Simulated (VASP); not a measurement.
A run of VASP 6.6.1 is set up as follows.

The input INCAR:

```
SYSTEM = Pb
ALGO = Normal
EDIFF = 1E-7
ENCUT = 520
GGA = PE
ISIF = 2
ISMEAR = -1
LASPH = .TRUE.
LCHARG = .FALSE.
LREAL = .FALSE.
LWAVE = .FALSE.
NBANDS = 13
NELM = 80
PREC = Accurate
SIGMA = 0.08
```

The input KPOINTS:

```
k-points
0
G
  13 13 13
  0 0 0
```

Contents of POSCAR:

```
Pb
1.0
    0.0000000000      2.4364202325      2.4364202325
    2.4364202325      0.0000000000      2.4364202325
    2.4364202325      2.4364202325      0.0000000000
Pb
1
Direct
    0.0000000000      0.0000000000      0.0000000000
```

Potentials or basis: VASP PAW PBE potentials, release 64 (Pb_d).

Run with:

```console
$ cat potpaw_PBE.64/Pb_d/POTCAR > POTCAR
$ mpirun -np 1 vasp_std > vasp.out
```

(1) Estimate the pressure.

(2) Estimate the band gap on the k mesh.

## Answers

(1) 5.0 GPa.

(2) zero (band 7 reaches 15.62 eV, above the bottom of band 8 at 6.06 eV).

Caveat: spin-orbit coupling is left out, which moves the levels of the heavy elements.
